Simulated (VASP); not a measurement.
Fe, 2 atoms in the cell. The structure is hexagonal, space group P6_3/mmc (No. 194). Conventional cell: a = 2.421 Å, b = 2.421 Å, c = 3.830 Å, α = 90.00°, β = 90.00°, γ = 120.00°. Within 3.1 Å of Fe (site symmetry -6m2) lie 12 Fe at 2.37 to 2.42 Å. This isn't the form of Fe at room conditions, which is bcc.

```yaml
Program: VASP 6.6.1
Task: relaxation of cell and atoms
Functional: PBEsol
Potentials_or_basis: VASP PAW PBE potentials, release 64 (Fe)
Cutoff: 600 eV
k_mesh: 27 × 27 × 16
Occupations: gaussian, width 0.1 eV
Spin: no spin polarisation
Target_pressure: 1e-06 GPa
Dipole_correction: no
Further_INCAR_settings: ALGO = Normal; EDIFF = 1e-07; IBRION = 2; EDIFFG = -0.004; NSW = 70; ISIF = 3
```

Potentials or basis: VASP PAW PBE potentials, release 64 (Fe).

Run with:

```bash
$ cat potpaw_PBE.64/Fe/POTCAR > POTCAR
$ mpirun -np 1 vasp_std > vasp.out
```

Hardware: 1 thread of Oxide Virtual Turin-like Processor (shared host).

Q: Estimate the wall time of this run.

A: Wall time 5.3 min on 1 thread of Oxide Virtual Turin-like Processor, with other jobs on the host, peak memory 0.27 GiB. Counts: scf iterations 34, k points 675, ion steps 4.
